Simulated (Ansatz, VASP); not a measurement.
# One calculation of Ti, two programs

```
Ti
1.0
     0.00000    2.03000    1.98940
     2.03000    0.00000    1.98940
     2.03000    2.03000    0.00000
Ti
1
Cartesian
  0.0000 0.0000 0.0000
```

Change from the starting cell: zz strain of -2 %, crystal datasets.

Alike in both runs: task electric field gradients; functional LDA; k mesh 15 × 15 × 15; occupations fermi-dirac, width 0.05 eV; no spin polarisation.

```csv
,VASP,Ansatz
version,VASP 6.6.1,Ansatz 0.2.0
potentials or method,"VASP PAW LDA potentials, release 64 (Ti_sv), cutoff 400 eV","all-electron PAW with datasets made for the crystal, scalar-relativistic"
```

Ansatz gave:

| Quantity | Value |
| --- | --- |
| pressure (GPa) | -2.6 |
| traceless stress, the component that is largest in VASP (GPa) | 0.55 |
| size of Vzz on the site where it differs most (V/Å²) | 1.2 |

Task: Estimate VASP's values.

Result: Pressure (GPa): -3.5; traceless stress, the component that is largest in VASP (GPa): 0.56; size of Vzz on the site where it differs most (V/Å²): 1.1.

LDA's correlation is that of Perdew and Zunger in VASP and of Perdew and Wang (1992) in Ansatz. Ansatz ran all-electron here, and VASP with PAW potentials.
